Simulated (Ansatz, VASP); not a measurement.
**Rh: VASP beside Ansatz**

The input INCAR:

```
SYSTEM = Rh
PREC     = Accurate       ! precision mode
ENCUT    = 520            ! plane-wave cutoff, eV
EDIFF    = 1E-6           ! SCF threshold, eV
ISMEAR   = -1             ! smearing method
SIGMA    = 0.1            ! smearing width, eV
LREAL    = .FALSE.        ! projectors in reciprocal space
LASPH    = .TRUE.         ! aspherical terms in the spheres
NELM     = 80             ! most SCF steps
ALGO     = Normal         ! electronic algorithm
ISIF     = 2              ! what is computed and relaxed
LWAVE    = .FALSE.        ! write WAVECAR
LCHARG   = .FALSE.        ! write CHGCAR
GGA      = B5             ! functional
ALDAX    = 1.0          
AGGAX    = 1.0          
AGGAC    = 1.0          
ALDAC    = 0.0          
NBANDS   = 38             ! bands
```

KPOINTS

```
Automatic mesh
0
G
  15 15 4
  0 0 0
```

Contents of POSCAR:

```
Rh
1.0
    2.7619976370      0.0000000000      0.0000000000
   -1.3809988185      2.3919601189      0.0000000000
    0.0000000000      0.0000000000      9.0071413666
Rh
4
Direct
    0.0000000000      1.0000000000      0.0000000000
    1.0000000000      1.0000000000      0.5000000000
    0.3333333333      0.6666666667      0.2500000000
    0.6666666667      0.3333333333      0.7500000000
```

Input for Ansatz:

```yaml
crystal:
  lattice:
    - [2.761997637, 0.0, 0.0]
    - [-1.3809988185, 2.3919601189, 0.0]
    - [0.0, 0.0, 9.0071413666]
  atoms:
    - { symbol: Rh, position: [0.0, 1.0, 0.0] }
    - { symbol: Rh, position: [1.0, 1.0, 0.5] }
    - { symbol: Rh, position: [0.3333333333, 0.6666666667, 0.25] }
    - { symbol: Rh, position: [0.6666666667, 0.3333333333, 0.75] }
hamiltonian:
  xc: blyp
  pseudopotentials:
    kind: paw
    azcp:
      Rh: "pseudopotentials/Rh.paw.azcp"
basis:
  ecutwfc: 420
  fft_grid_basis: typed
kpoints:
  mp_grid: { grid: [15, 15, 4], shift: [0, 0, 0] }
magnetization:
  spin_polarized: false
scf:
  occupations: { method: fermi_dirac, width: 0.1 }
  lower_state_search: "off"
output:
  stress: true
  write_density: true
  write_potential: true
  elf: true
  volumetric_format: npy
```

Alike in both runs: task single point; functional BLYP; k mesh 15 × 15 × 4; occupations fermi-dirac, width 0.1 eV; no spin polarisation.

|  | VASP | Ansatz |
| --- | --- | --- |
| version | VASP 6.6.1 | Ansatz 0.2.0 |
| potentials or method | VASP PAW PBE potentials, release 64 (Rh_pv), cutoff 520 eV | plane waves (420 eV) with PAW, scalar-relativistic |
| valence electrons in the cell | 60 | 68 |

```csv
,VASP,Ansatz,Ansatz less VASP
pressure (GPa),0.5,0.0,-0.51
```

VASP's potentials were made for PBE, not for BLYP. The functional is the same, so the differences come from potentials, cutoffs and numerics. VASP's potentials hold 60 valence electrons a cell and Ansatz's 68, so a difference there can come from the potentials and not from the codes.
